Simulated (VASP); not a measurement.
A run of VASP 6.6.1:

The input INCAR:

```
PREC = Accurate
ENCUT = 520
EDIFF = 1E-6
ISMEAR = 0
SIGMA = 0.1
LREAL = False
LASPH = True
NELM = 80
ALGO = Normal
ISIF = 2
LWAVE = False
LCHARG = False
GGA = PE
NBANDS = 38
```

Contents of KPOINTS:

```
Automatic mesh
0
Gamma
  6 6 6
```

File POSCAR:

```
Zr4Al2C
1.0
   -2.2030765469      2.2030765469      7.3782938911
    2.2030765469     -2.2030765469      7.3782938911
    2.2030765469      2.2030765469     -7.3782938911
Zr Al C
4 2 1
Direct
    0.8414296383      0.8414296383      0.0000000000
    0.0000000000      0.5000000000      0.5000000000
    0.5000000000      0.0000000000      0.5000000000
    0.1585703617      0.1585703617      0.0000000000
    0.3601835156      0.3601835156      0.0000000000
    0.6398164844      0.6398164844      0.0000000000
    0.0000000000      0.0000000000      0.0000000000
```

Potentials or basis: VASP PAW PBE potentials, release 64 (Zr_sv, Al, C).

Launch:

```console
$ cat potpaw_PBE.64/Zr_sv/POTCAR potpaw_PBE.64/Al/POTCAR potpaw_PBE.64/C/POTCAR > POTCAR
$ mpirun -np 1 vasp_std > vasp.out
```

Hardware: 1 thread of Oxide Virtual Turin-like Processor (shared host).

**Question.** How long does it take, and how much memory?

**Answer.** It took 8 min on 1 thread of Oxide Virtual Turin-like Processor (shared host), peak memory 0.53 GiB. Counts: scf iterations 14, k points 30.
